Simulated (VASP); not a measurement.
Input of a VASP 6.6.1 run:

File INCAR:

```
ALGO = Normal ; EDIFF = 1E-6
EDIFFG = -0.04 ; ENCUT = 600
GGA = PE ; IBRION = 2
ISIF = 3 ; ISMEAR = 0
LASPH = T ; LCHARG = F
LREAL = F ; LWAVE = F
NELM = 60 ; NSW = 90
PREC = Accurate ; SIGMA = 0.1
```

Contents of KPOINTS:

```
k-points
0
Gamma
  6 6 4
```

File POSCAR:

```
SiBiS
1.0
    3.4960098278      0.0000000000      0.0000000000
    0.0000000000      3.4960098278      0.0000000000
    0.0000000000      0.0000000000      5.7990707822
Si Bi S
1 1 1
Direct
    0.0000000000      0.0000000000      0.5000000000
    0.5000000000      0.5000000000      0.0000000000
    0.5000000000      0.5000000000      0.5000000000
```

Potentials or basis: VASP PAW PBE potentials, release 64 (Si, Bi_d, S).

Run with:

```bash
$ cat potpaw_PBE.64/Si/POTCAR potpaw_PBE.64/Bi_d/POTCAR potpaw_PBE.64/S/POTCAR > POTCAR
$ mpirun -np 1 vasp_std > vasp.out
```

Estimate the space group after relaxing (to 0.1 Å).

P4/mmm (No. 123).

Predict the band gap on the k mesh.

zero (an odd number of electrons rules out a gap without spin polarisation).

Stress tensor (GPa, compression positive):
```
-0.08  0.00  0.00
 0.00 -0.08  0.00
 0.00  0.00 -0.20
```

Caveat: spin-orbit coupling is left out, which moves the levels of the heavy elements; an odd number of electrons without spin polarisation forces a metal; a magnetic or distorted state may lie lower.
